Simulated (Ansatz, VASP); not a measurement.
One calculation of CdF2, two programs

Contents of INCAR:

```
SYSTEM = CdF2
ALGO = Normal ; EDIFF = 1E-8
ENCUT = 520 ; GGA = PE
ISIF = 2 ; ISMEAR = -1
LASPH = .True. ; LCHARG = .False.
LEFG = .True. ; LREAL = .False.
LWAVE = .False. ; NBANDS = 20
NELM = 80 ; PREC = Accurate
SIGMA = 0.05
```

File KPOINTS:

```
k-points
0
Gamma
  11 11 11
  0 0 0
```

Contents of POSCAR:

```
CdF2
1.0
    0.0000000000      2.7407197206      2.7407197206
    2.7407197206      0.0000000000      2.7407197206
    2.7407197206      2.7407197206      0.0000000000
Cd F
1 2
Direct
    0.0210656345      0.0210656345      0.0210656345
    0.2500000000      0.2500000000      0.2500000000
    0.7500000000      0.7500000000      0.7500000000
```

Input for Ansatz:

```yaml
crystal:
  lattice:
    - [0.0, 2.7407197206, 2.7407197206]
    - [2.7407197206, 0.0, 2.7407197206]
    - [2.7407197206, 2.7407197206, 0.0]
  atoms:
    - { symbol: Cd, position: [0.0210656345, 0.0210656345, 0.0210656345] }
    - { symbol: F, position: [0.25, 0.25, 0.25] }
    - { symbol: F, position: [0.75, 0.75, 0.75] }
kpoints:
  mp_grid: { grid: [11, 11, 11] }
scf:
  occupations: { method: fermi_dirac, width: 0.05 }
  mixing: { preconditioner: local_kerker }
hamiltonian:
  xc: pbe
  pseudopotentials: { kind: paw }
output:
  forces: true
  stress: true
  eigenvalues: true
  efg: { contact_densities: true }
  write_density: true
  write_potential: true
  elf: true
  volumetric_format: npy
basis:
  ecutwfc: "800 eV"
```

Alike in both runs: task electric field gradients; functional PBE; k mesh 11 × 11 × 11; occupations fermi-dirac, width 0.05 eV; no spin polarisation.

|  | VASP | Ansatz |
| --- | --- | --- |
| version | VASP 6.6.1 | Ansatz 0.2.0 |
| potentials or method | VASP PAW PBE potentials, release 64 (Cd, F), cutoff 520 eV | PAW with Ansatz's default frozen-core files, scalar-relativistic |
| valence electrons in the cell | 26 | 34 |

```csv
,VASP,Ansatz,Ansatz less VASP
gap on the k mesh at the Fermi level (eV),2.95,2.98,+0.033
pressure (GPa),2.5,1.9,-0.66
"traceless stress, the component that is largest in VASP (GPa)",1.28,1.17,-0.110
rms of the force components (eV/Å),0.453,0.409,-0.0446
```

Atom by atom the forces differ by 0.045 eV/Å (rms over components). VASP's potentials hold 26 valence electrons a cell and Ansatz's 34, so a difference there can come from the potentials and not from the codes.
